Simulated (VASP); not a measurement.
Here is a VASP 6.6.1 calculation.

Contents of INCAR:

```
PREC = Accurate
ENCUT = 520
EDIFF = 1E-7
ISMEAR = 0
SIGMA = 0.1
LREAL = F
LASPH = T
NELM = 150
ALGO = Normal
ISIF = 2
LWAVE = F
LCHARG = F
ISPIN = 2
MAGMOM = 2 -2 0 0
LORBIT = 11
LMAXMIX = 4
LDAU = T
LDAUTYPE = 2
LDAUL = 2 -1
LDAUU = 4.38 0
LDAUJ = 0 0
LDAUPRINT = 1
GGA = PE
NBANDS = 32
```

File KPOINTS:

```
Automatic mesh
0
Gamma
  14 14 7
```

Contents of POSCAR:

```
MoS
1.0
    3.1141191221      0.0000000000      3.1141191221
    0.0000000000      3.1141191221      3.1141191221
    0.0000000000      0.0000000000      6.2282382442
Mo S
2 2
Direct
    1.0000000000      1.0000000000      0.0000000000
    1.0000000000      1.0000000000      0.5000000000
    0.5000000000      0.5000000000      0.7500000000
    0.5000000000      0.5000000000      0.2500000000
```

Potentials or basis: VASP PAW PBE potentials, release 64 (Mo_sv, S).

The run is started by

```sh
$ cat potpaw_PBE.64/Mo_sv/POTCAR potpaw_PBE.64/S/POTCAR > POTCAR
$ mpirun -np 1 vasp_std > vasp.out
```

Task: Predict the pressure.

Result: 9.2 GPa.

Task: Estimate the net moment.

Result: 0.00 μB per cell.

Eigenvalues of the final occupation matrices:
| site | spin | trace | eigenvalues |
| --- | --- | --- | --- |
| site 1 d | 1 | 3.27 | 0.63 0.63 0.63 0.69 0.69 |
| site 1 d | 2 | 0.71 | 0.11 0.11 0.16 0.16 0.16 |
| site 2 d | 1 | 0.71 | 0.11 0.11 0.16 0.16 0.16 |
| site 2 d | 2 | 3.27 | 0.63 0.63 0.63 0.69 0.69 |

Caveat: the cell stands under pressure.
